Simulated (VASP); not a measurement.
# Ti (P6_3/mmc) in VASP: a series of runs

Ti is run at these levels: PBEsol; tasks: electric field gradients.

Program: VASP 6.6.1. These are calculated values, not measurements. Logs are shortened: lines on timing, memory, paths and dates and some standing lists are left out, and cuts for length are marked.

### Step 1. The cell of the first run

Symmetry: P6_3/mmc, No. 194, hexagonal system. The conventional cell has a = 3.009 Å, b = 3.009 Å, c = 4.686 Å, α = 90.00°, β = 90.00°, γ = 120.00°. Within 3.8 Å of Ti (site symmetry -6m2) lie 12 Ti at 2.92 to 3.01 Å.

### Step 2. Electric field gradients, PBEsol (equal xx and yy strain of +2 %)

INCAR

```
SYSTEM = Ti
PREC = Accurate
ENCUT = 400
EDIFF = 1E-8
ISMEAR = -1
SIGMA = 0.08
LREAL = .False.
LASPH = .True.
NELM = 120
ALGO = Normal
ISIF = 2
LWAVE = .False.
LCHARG = .False.
GGA = PS
LEFG = .True.
NBANDS = 19
GGA_COMPAT = .False.
```

KPOINTS

```
Automatic mesh
0
Gamma
  13 13 7
  0 0 0
```

POSCAR

```
Ti
1.0
    3.0089978176      0.0000000000      0.0000000000
   -1.5044989088      2.6058685500      0.0000000000
    0.0000000000      0.0000000000      4.6860000000
Ti
2
Direct
    0.3333333333      0.6666666667      0.2500000000
    0.6666666667      0.3333333333      0.7500000000
```

Potentials or basis: VASP PAW PBE potentials, release 64 (Ti_sv).

Started as:

```console
cat potpaw_PBE.64/Ti_sv/POTCAR > POTCAR
mpirun -np 1 vasp_std > vasp.out
```

OUTCAR:

```text
SYSTEM = Ti
   PREC = Accurate
   ENCUT = 400
   EDIFF = 1E-8
   ISMEAR = -1
   LREAL = .False.
   LASPH = .True.
   NELM = 120
   ISIF = 2
   GGA = PS

 ion  position               nearest neighbor table
   1  0.333  0.667  0.250-   2 2.92   2 2.92   2 2.92   2 2.92   2 2.92   2 2.92
   2  0.667  0.333  0.750-   1 2.92   1 2.92   1 2.92   1 2.92   1 2.92   1 2.92

  LATTYP: Found a hexagonal cell.
 ALAT       =     3.0089978176
 C/A-ratio  =     1.5573291455

  Lattice vectors:

 A1 = (   3.0089978176,   0.0000000000,   0.0000000000)
 A2 = (  -1.5044989088,   2.6058685500,   0.0000000000)
 A3 = (   0.0000000000,   0.0000000000,   4.6860000000)

Analysis of symmetry for initial positions (statically):
=====================================================================
 Subroutine PRICEL returns:
 Original cell was already a primitive cell.

 Routine SETGRP: Setting up the symmetry group for a
 hexagonal supercell.

 Subroutine GETGRP returns: Found 24 space group operations
 (whereof 12 operations were pure point group operations)
 out of a pool of 24 trial point group operations.

The static configuration has the point symmetry D_3d.
 The point group associated with its full space group is D_6h.

Analysis of symmetry for dynamics (positions and initial velocities):
=====================================================================
 Subroutine PRICEL returns:
 Original cell was already a primitive cell.

 Routine SETGRP: Setting up the symmetry group for a
 hexagonal supercell.

 Subroutine GETGRP returns: Found 24 space group operations
 (whereof 12 operations were pure point group operations)
 out of a pool of 24 trial point group operations.

The dynamic configuration has the point symmetry D_3d.
 The point group associated with its full space group is D_6h.

 Subroutine INISYM returns: Found 24 space group operations
 (whereof 12 operations are pure point group operations),
 and found     1 'primitive' translations

----------------------------------------------------------------------------------------

                                     Primitive cell

  volume of cell :      36.7432

  direct lattice vectors                    reciprocal lattice vectors
     3.008997818  0.000000000  0.000000000     0.332336565  0.191874605  0.000000000
    -1.504498909  2.605868550  0.000000000     0.000000000  0.383749211  0.000000000
     0.000000000  0.000000000  4.686000000     0.000000000  0.000000000  0.213401622

  length of vectors
     3.008997818  3.008997818  4.686000000     0.383749211  0.383749211  0.213401622

  position of ions in fractional coordinates (direct lattice)
     0.333333333  0.666666667  0.250000000
     0.666666667  0.333333333  0.750000000

  ion indices of the primitive-cell ions
   primitive index   ion index
                 1           1
                 2           2

----------------------------------------------------------------------------------------

 KPOINTS: Automatic mesh

Automatic generation of k-mesh.
 Grid dimensions read from file:
 generate k-points for:   13   13    7

 Generating k-lattice:

  Cartesian coordinates                     Fractional coordinates (reciprocal lattice)
     0.025564351  0.014759585  0.000000000     0.076923077  0.000000000  0.000000000
     0.000000000  0.029519170  0.000000000     0.000000000  0.076923077  0.000000000
     0.000000000  0.000000000  0.030485946     0.000000000  0.000000000  0.142857143

  Length of vectors
     0.029519170  0.029519170  0.030485946

  Shift w.r.t. Gamma in fractional coordinates (k-lattice)
     0.000000000  0.000000000  0.000000000

 Subroutine IBZKPT returns following result:
 ===========================================

 Found     84 irreducible k-points:

 Following reciprocal coordinates:
            Coordinates               Weight
  0.000000  0.000000  0.000000      1.000000
  0.076923 -0.000000  0.000000      6.000000
  0.153846  0.000000  0.000000      6.000000
  0.230769  0.000000  0.000000      6.000000
  0.307692  0.000000  0.000000      6.000000
  0.384615  0.000000  0.000000      6.000000
[... 16 lines left out ...]
  0.076923 -0.000000  0.142857     12.000000
  0.153846  0.000000  0.142857     12.000000
 [... further k-points ...]
   k-points           NKPTS =     84   k-points in BZ     NKDIM =     84   number of bands    NBANDS=     19
   number of dos      NEDOS =    301   number of ions     NIONS =      2
   total plane-waves  NPLWV =  12800
   dimension x,y,z NGX =    20 NGY =   20 NGZ =   32
   dimension x,y,z NGXF=    40 NGYF=   40 NGZF=   64
   ions per type =               2
   NGX,Y,Z   is equivalent  to a cutoff of  11.05, 11.05, 11.35 a.u.
   NGXF,Y,Z  is equivalent  to a cutoff of  22.10, 22.10, 22.71 a.u.
 SYSTEM =  Ti
   PREC   = accura    normal or accurate (medium, high low for compatibility)
   ISTART =      0    job   : 0-new  1-cont  2-samecut
   ICHARG =      2    charge: 1-file 2-atom 10-const
   ISPIN  =      1    spin polarized calculation?
   LNONCOLLINEAR =      F non collinear calculations
   LSORBIT =      F    spin-orbit coupling
   LASPH  =      T    aspherical Exc in radial PAW
   ENCUT  =  400.0 eV  29.40 Ry    5.42 a.u.   4.91  4.91  7.64*2*pi/ulx,y,z
   NELM   =    120;   NELMIN=  2; NELMDL= -5     # of ELM steps
   EDIFF  = 0.1E-07   stopping-criterion for ELM
   LREAL  =      F    real-space projection
   EDIFFG = 0.1E-06   stopping-criterion for IOM
   NSW    =      0    number of steps for IOM
   IBRION =     -1    ionic relax: 0-MD 1-quasi-New 2-CG
   NFREE  =      0    steps in history (QN), initial steepest desc. (CG)
   ISIF   =      2    stress and relaxation
   ISYM   =      2    0-nonsym 1-usesym 2-fastsym
   POTIM  = 0.5000    time-step for ionic-motion
   TEBEG  =    0.0;   TEEND  =   0.0 temperature during run
   PSTRESS=    0.0 pullay stress
   NELECT =      24.0000    total number of electrons
   NUPDOWN=      -1.0000    fix difference up-down
   EMIN   =  10.00;   EMAX   =-10.00  energy-range for DOS
   EFERMI =   0.00;   METHOD = LEGACY
   ISMEAR =    -1;   SIGMA  =   0.08  broadening in eV -4-tet -1-fermi 0-gaus
   EFERMI_NEDOS =   21; number of points for ismear=-14 and -15
   IALGO  =     38    algorithm
   IMIX   =      4    mixing-type and parameters
     AMIX     =   0.40;   BMIX     =  1.00
     AMIX_MAG =   1.60;   BMIX_MAG =  1.00
  volume/ion in A,a.u.               =      18.37       123.98
  Fermi-wavevector in a.u.,A,eV,Ry     =   1.420430  2.684223 27.451387  2.017620
  Thomas-Fermi vector in A             =   2.541346
   LORBIT       =      0    0 simple, 1 ext, 2 COOP (PROOUT), +10 PAW based schemes
   GGA     = PS    functional components
   LHFCALC =     F    Hartree Fock is set to
   AEXX    =    0.0000 exact exchange contribution
   IVDW    =     0    specifies the selected vdW correction
   LEPSILON=     F    determine dielectric tensor
   LRPA    =     F    only Hartree local field effects (RPA)
 non-spin polarized calculation
  energy-cutoff  :      400.00
  volume of cell :       36.74
 maximum number of plane-waves:       691
 NGX is ok and might be reduce to    20
   NGX =  9   NGY =  9   NGZ = 15

 number of electron      24.0000011 magnetization

 Free energy of the ion-electron system (eV)
  ---------------------------------------------------
  ext. energy  EPLUGINS =         0.00000000
  ---------------------------------------------------
  free energy    TOTEN  =       -16.57947376 eV

  energy without entropy =      -16.52826313  energy(sigma->0) =      -16.55386844

 E-fermi :   7.6260     XC(G=0): -11.3689

 val. band max:        7.6250662487   @ k =   0.2308   0.2308   0.4286
 cond. band min:       7.6288246443   @ k =   0.3846   0.2308   0.2857
 fundamental gap:      0.0037583955
 Fermi energy:         7.6260355715

 k-point     1 :       0.0000    0.0000    0.0000
  band No.  band energies     occupation
      1     -49.0819      2.00000
      2     -48.9627      2.00000
      3     -25.7322      2.00000
      4     -25.1869      2.00000
      5     -25.1869      2.00000
      6     -25.1127      2.00000
[... 11 lines left out ...]
     18       9.0783      0.00000
     19      10.5798      0.00000

 k-point     2 :       0.0769   -0.0000    0.0000
  band No.  band energies     occupation
      1     -49.0772      2.00000
      2     -48.9613      2.00000
      3     -25.7212      2.00000
      4     -25.2079      2.00000
      5     -25.1943      2.00000
      6     -25.1178      2.00000
[... 476 lines left out ...]
 k-point    24 :       0.1538    0.0000    0.1429
  band No.  band energies     occupation
      1     -49.0591      2.00000
      2     -48.9629      2.00000
      3     -25.6662      2.00000
      4     -25.2594      2.00000
      5     -25.2088      2.00000
      6     -25.2086      2.00000
[... 11 lines left out ...]
     18       9.3328      0.00000
     19      10.7152      0.00000

 [... further k-points ...]
[... 5 lines left out ...]
  --------------------------------------------------------------------------------------
  -------------------------------------------------------------------------------------
  Total       -2.4307027     -2.4307027     -2.1216354      0.0000000     -0.0000000      0.0000000
  in kB     -105.9902118   -105.9902118    -92.5134055      0.0000000     -0.0000000      0.0000000
  external PRESSURE =    -101.4979430 kB  Pullay stress =       0.0000000 kB

 VOLUME and BASIS-vectors are now :
 -----------------------------------------------------------------------------
  energy-cutoff  :      400.00
  volume of cell :       36.74
      direct lattice vectors                 reciprocal lattice vectors
     3.008997818  0.000000000  0.000000000     0.332336565  0.191874605  0.000000000
    -1.504498909  2.605868550  0.000000000     0.000000000  0.383749211  0.000000000
     0.000000000  0.000000000  4.686000000     0.000000000  0.000000000  0.213401622

 POSITION                                       TOTAL-FORCE (eV/Angst)
 -----------------------------------------------------------------------------------
     -0.00000      1.73725      1.17150        -0.000000      0.000000      0.000000
      1.50450      0.86862      3.51450         0.000000     -0.000000      0.000000
 -----------------------------------------------------------------------------------
    total drift:                               -0.000000      0.000000     -0.000000

  FREE ENERGIE OF THE ION-ELECTRON SYSTEM (eV)
  ---------------------------------------------------
  free  energy   TOTEN  =       -16.5794737593 eV

  energy  without entropy=      -16.5282631288  energy(sigma->0) =      -16.55386844

 Electric field gradients (V/A^2)
---------------------------------------------------------------------
 ion       V_xx      V_yy      V_zz      V_xy      V_xz      V_yz
---------------------------------------------------------------------
   1      -9.073    -9.070    18.143     0.002     0.000    -0.000
   2      -9.073    -9.070    18.143     0.002    -0.000     0.000
---------------------------------------------------------------------

 Electric field gradients after diagonalization (V/A^2)
 (convention: |V_zz| > |V_xx| > |V_yy|)
----------------------------------------------------------------------
 ion       V_xx      V_yy      V_zz     asymmetry (V_yy - V_xx)/ V_zz
----------------------------------------------------------------------
   1      -9.074    -9.069    18.143       0.000
   2      -9.074    -9.069    18.143       0.000
----------------------------------------------------------------------

           NMR quadrupolar parameters

 Cq : quadrupolar parameter    Cq=e*Q*V_zz/h
 eta: asymmetry parameters     (V_yy - V_xx)/ V_zz
 Q  : nuclear electric quadrupole moment in mb (millibarn)
----------------------------------------------------------------------
 ion       Cq(MHz)       eta       Q (mb)
----------------------------------------------------------------------
   1       0.044       0.000       1.000
   2       0.044       0.000       1.000
----------------------------------------------------------------------
```

Wall time 18 s (1 thread of AMD EPYC 9R45 (Zen 5), shared host); peak memory 0.13 GiB.

Results:

- Free energy: -16.5795 eV
- Pressure: -10.1 GPa
- Band gap on the k mesh: zero (bands 12 and 13 overlap by 1.04 eV)
- Largest electric field gradient by atom: Ti +18.1 V/Å²

Electric field gradients, principal values (V/Å²):
```
atom   least  middle  greatest (by size)
1 Ti  -9.069  -9.074              18.143
2 Ti  -9.069  -9.074              18.143
```

Caveat: the cell differs from its parent crystal (equal xx and yy strain of +2 %); the cell stands under tension; without QUAD_EFG the Cq values of the log hold for a quadrupole moment of 1 mb, not for the nuclei; the PAW data sets were made with another functional, which shifts forces and pressure a little.

### Step 3. Electric field gradients, PBEsol (equal xx and yy strain of +3 %)

INCAR

```
SYSTEM = Ti
ALGO     = Normal         ! electronic algorithm
EDIFF    = 1E-8           ! SCF threshold, eV
ENCUT    = 400            ! plane-wave cutoff, eV
GGA      = PS             ! functional
GGA_COMPAT= .FALSE.      
ISIF     = 2              ! what is computed and relaxed
ISMEAR   = -1             ! smearing method
LASPH    = .TRUE.         ! aspherical terms in the spheres
LCHARG   = .FALSE.        ! write CHGCAR
LEFG     = .TRUE.       
LREAL    = .FALSE.        ! projectors in reciprocal space
LWAVE    = .FALSE.        ! write WAVECAR
NBANDS   = 19             ! bands
NELM     = 120            ! most SCF steps
PREC     = Accurate       ! precision mode
SIGMA    = 0.08           ! smearing width, eV
```

KPOINTS

```
k-points
0
G
  13 13 7
  0 0 0
```

POSCAR

```
Ti
1.0
    3.0384977962      0.0000000000      0.0000000000
   -1.5192488981      2.6314162808      0.0000000000
    0.0000000000      0.0000000000      4.6860000000
Ti
2
Direct
    0.3333333333      0.6666666667      0.2500000000
    0.6666666667      0.3333333333      0.7500000000
```

Potentials or basis: VASP PAW PBE potentials, release 64 (Ti_sv).

Started as:

```console
cat potpaw_PBE.64/Ti_sv/POTCAR > POTCAR
mpirun -np 1 vasp_std > vasp.out
```

OUTCAR:

```text
SYSTEM = Ti
   EDIFF = 1E-8
   ENCUT = 400
   GGA = PS
   ISIF = 2
   ISMEAR = -1
   LASPH = .TRUE.
   LREAL = .FALSE.
   NELM = 120
   PREC = Accurate

 ion  position               nearest neighbor table
   1  0.333  0.667  0.250-
   2  0.667  0.333  0.750-

  LATTYP: Found a hexagonal cell.
 ALAT       =     3.0384977962
 C/A-ratio  =     1.5422094450

  Lattice vectors:

 A1 = (   3.0384977962,   0.0000000000,   0.0000000000)
[... 741 lines left out ...]

  FREE ENERGIE OF THE ION-ELECTRON SYSTEM (eV)
  ---------------------------------------------------
  free  energy   TOTEN  =       -16.5310508851 eV

  energy  without entropy=      -16.4786787112  energy(sigma->0) =      -16.50486480

 Electric field gradients (V/A^2)
---------------------------------------------------------------------
 ion       V_xx      V_yy      V_zz      V_xy      V_xz      V_yz
---------------------------------------------------------------------
   1      -9.284    -9.282    18.566     0.001     0.000    -0.000
   2      -9.284    -9.282    18.566     0.001    -0.000     0.000
---------------------------------------------------------------------

 Electric field gradients after diagonalization (V/A^2)
 (convention: |V_zz| > |V_xx| > |V_yy|)
----------------------------------------------------------------------
 ion       V_xx      V_yy      V_zz     asymmetry (V_yy - V_xx)/ V_zz
----------------------------------------------------------------------
   1      -9.284    -9.282    18.566       0.000
   2      -9.284    -9.282    18.566       0.000
----------------------------------------------------------------------

           NMR quadrupolar parameters

 Cq : quadrupolar parameter    Cq=e*Q*V_zz/h
 eta: asymmetry parameters     (V_yy - V_xx)/ V_zz
 Q  : nuclear electric quadrupole moment in mb (millibarn)
----------------------------------------------------------------------
 ion       Cq(MHz)       eta       Q (mb)
----------------------------------------------------------------------
   1       0.045       0.000       1.000
   2       0.045       0.000       1.000
----------------------------------------------------------------------
```

OSZICAR:

```text
N       E                     dE             d eps       ncg     rms          rms(c)
DAV:   1     0.240912121213E+03    0.24091E+03   -0.11413E+04  3200   0.132E+03
DAV:   2     0.963074766431E+01   -0.23128E+03   -0.22737E+03  3291   0.401E+02
DAV:   3    -0.180251857997E+02   -0.27656E+02   -0.27387E+02  5994   0.116E+02
[... 11 lines left out ...]
DAV:  15    -0.165310509987E+02   -0.12890E-06   -0.10397E-08  2337   0.808E-04    0.304E-04
DAV:  16    -0.165310509445E+02    0.54205E-07   -0.25096E-09  1776   0.448E-04    0.120E-04
DAV:  17    -0.165310509062E+02    0.38254E-07   -0.94957E-10  1755   0.277E-04    0.295E-05
DAV:  18    -0.165310508926E+02    0.13586E-07   -0.35435E-10  1701   0.164E-04    0.118E-05
DAV:  19    -0.165310508851E+02    0.75042E-08   -0.16227E-10  1656   0.106E-04
   1 F= -.16531051E+02 E0= -.16504865E+02  d E =-.523722E-01
```

stdout:

```text
POSCAR found type information on POSCAR Ti
 POSCAR found :  1 types and       2 ions
 scaLAPACK will be used
 -----------------------------------------------------------------------------
|                                                                             |
|                                                                             |
|     You enforced a specific xc type in the INCAR file but a different       |
|     I HOPE YOU KNOW WHAT YOU ARE DOING!                                     |
|                                                                             |
 -----------------------------------------------------------------------------

 LDA part: xc-table for (Slater+PW92), standard interpolation
 POSCAR, INCAR and KPOINTS ok, starting setup
 FFT: planning ... GRIDC
 FFT: planning ... GRID_SOFT
 FFT: planning ... GRID
 WAVECAR not read
 entering main loop
ion   1

ion   2
```

It took 19 s on 1 thread of AMD EPYC 9R45 (Zen 5), shared host; peak memory 0.12 GiB.

What came out:

| Quantity | Value |
| --- | --- |
| Free energy | -16.5311 eV |
| Pressure | -11.6 GPa |
| Band gap on the k mesh | zero (bands 12 and 13 overlap by 1.01 eV) |
| Largest electric field gradient by atom | Ti +18.6 V/Å² |

Electric field gradients, principal values (V/Å²):
```csv
atom,least,middle,greatest (by size)
1 Ti,-9.282,-9.284,18.566
2 Ti,-9.282,-9.284,18.566
```

Caveat: the cell differs from its parent crystal (equal xx and yy strain of +3 %); the cell stands under tension; without QUAD_EFG the Cq values of the log hold for a quadrupole moment of 1 mb, not for the nuclei; the PAW data sets were made with another functional, which shifts forces and pressure a little.

[end of part 1 of 2]
